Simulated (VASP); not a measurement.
Write the native input for VASP 6.6.1 that does the following.

```yaml
Task: single point
Functional: PBE
Potentials_or_basis: VASP PAW PBE potentials, release 64 (Tl_d, Ga_d)
Cutoff: 520 eV
k_mesh: 6 × 6 × 8
Occupations: gaussian, width 0.1 eV
Spin: no spin polarisation
Dipole_correction: no
Further_INCAR_settings: ALGO = Fast; EDIFF = 1e-06; NBANDS = 62
```

The structure of TlGa3 lies in POSCAR:

```
TlGa3
1.0
    6.6733513702      0.0000000000      0.0000000000
   -3.3366756851      5.7792918150      0.0000000000
    0.0000000000      0.0000000000      4.7550318225
Tl Ga
2 6
Direct
    0.3333333333      0.6666666667      0.2500000000
    0.6666666667      0.3333333333      0.7500000000
    0.8508646740      0.7017293481      0.2500000000
    0.1491353260      0.8508646740      0.7500000000
    0.2982706519      0.1491353260      0.2500000000
    0.1491353260      0.2982706519      0.7500000000
    0.8508646740      0.1491353260      0.2500000000
    0.7017293481      0.8508646740      0.7500000000
```

These files were run (other wordings do the same):

INCAR

```
SYSTEM = TlGa3
ALGO = Fast ; EDIFF = 1E-6
ENCUT = 520 ; GGA = PE
ISIF = 2 ; ISMEAR = 0
LASPH = .True. ; LCHARG = .False.
LREAL = .False. ; LWAVE = .False.
NBANDS = 62 ; NELM = 100
PREC = Accurate ; SIGMA = 0.1
```

KPOINTS

```
k-points
0
Gamma
  6 6 8
  0 0 0
```

Potentials or basis: VASP PAW PBE potentials, release 64 (Tl_d, Ga_d).

Command:

```bash
$ cat potpaw_PBE.64/Tl_d/POTCAR potpaw_PBE.64/Ga_d/POTCAR > POTCAR
$ mpirun -np 1 vasp_std > vasp.out
```

It gave:

The pressure is 0.0 GPa. The band gap on the k mesh is zero (band 52 reaches 5.99 eV, above the bottom of band 53 at 2.87 eV).

Caveat: spin-orbit coupling is left out, which moves the levels of the heavy elements.

Run time: 10 min on 1 thread of Oxide Virtual Turin-like Processor, on a shared host, peak memory 0.44 GiB.
